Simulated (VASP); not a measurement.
Input of a VASP 6.6.1 run:

Contents of INCAR:

```
SYSTEM = PIr2
PREC = Accurate
ENCUT = 520
EDIFF = 1E-6
ISMEAR = 1
SIGMA = 0.1
LREAL = .False.
LASPH = .True.
NELM = 60
ALGO = Normal
ISIF = 2
LWAVE = .False.
LCHARG = .False.
NBANDS = 18
```

File KPOINTS:

```
regular mesh
0
Gamma
  9 9 9
  0 0 0
```

POSCAR

```
PIr2
1.0
    0.0000000000      2.8039186501      2.8039186501
    2.8039186501      0.0000000000      2.8039186501
    2.8039186501      2.8039186501      0.0000000000
P Ir
1 2
Direct
    0.0000000000      0.0000000000      0.0000000000
    0.2500000000      0.2500000000      0.2500000000
    0.7500000000      0.7500000000      0.7500000000
```

Potentials or basis: VASP PAW LDA potentials, release 64 (P, Ir).

Run with:

```bash
$ cat potpaw_LDA.64/P/POTCAR potpaw_LDA.64/Ir/POTCAR > POTCAR
$ mpirun -np 1 vasp_std > vasp.out
```

(1) Estimate the pressure.

## Answers

(1) -13.7 GPa.
